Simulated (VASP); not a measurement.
Runs of VASP 6.6.1 on RbBr. It takes space group F-43m (No. 216, cubic). Conventional cell: a = 7.739 Å, b = 7.739 Å, c = 7.739 Å, α = 90.00°, β = 90.00°, γ = 90.00°. Within 4.4 Å of Rb (site symmetry -43m) lie 4 Br at 3.35 Å. Br (site symmetry -43m) has 4 Rb at 3.35 Å within 4.4 Å. 

| level | smearing | grid for exact exchange (PRECFOCK) | share of exact exchange | screening parameter | gap on the mesh (eV) | pressure (GPa) |
| --- | --- | --- | --- | --- | --- | --- |
| PBE-based screened hybrid with 35 % exact exchange | gaussian 0.01 eV | Normal | 0.35 | 0.3 1/Å | 5.31 | 0.0 |
| PBE-based screened hybrid with 10 % exact exchange | gaussian 0.01 eV | Normal | 0.1 | 0.3 1/Å | (b) | (a) |
| PBE-based screened hybrid with 50 % exact exchange | gaussian 0.01 eV | Normal | 0.5 | 0.3 1/Å | 5.85 | 0.0 |
| PBE | methfessel-paxton 0.2 eV | - | - | - | 4.08 | 0.2 |

Alike in all rows: task single point; potentials or basis VASP PAW PBE potentials, release 64 (Rb_sv, Br); no spin polarisation; cell as given; k mesh 4 × 4 × 4; cutoff (eV) 520.

Estimate the missing entries.

(a) 0.1; (b) 4.42.

Caveats: the structure was generated, so it needn't be the stable form of RbBr; the PAW data sets were made with another functional, which shifts forces and pressure a little (at least some runs).

A k mesh can miss the band edges, and the runs leave out spin-orbit coupling on Br, Rb.
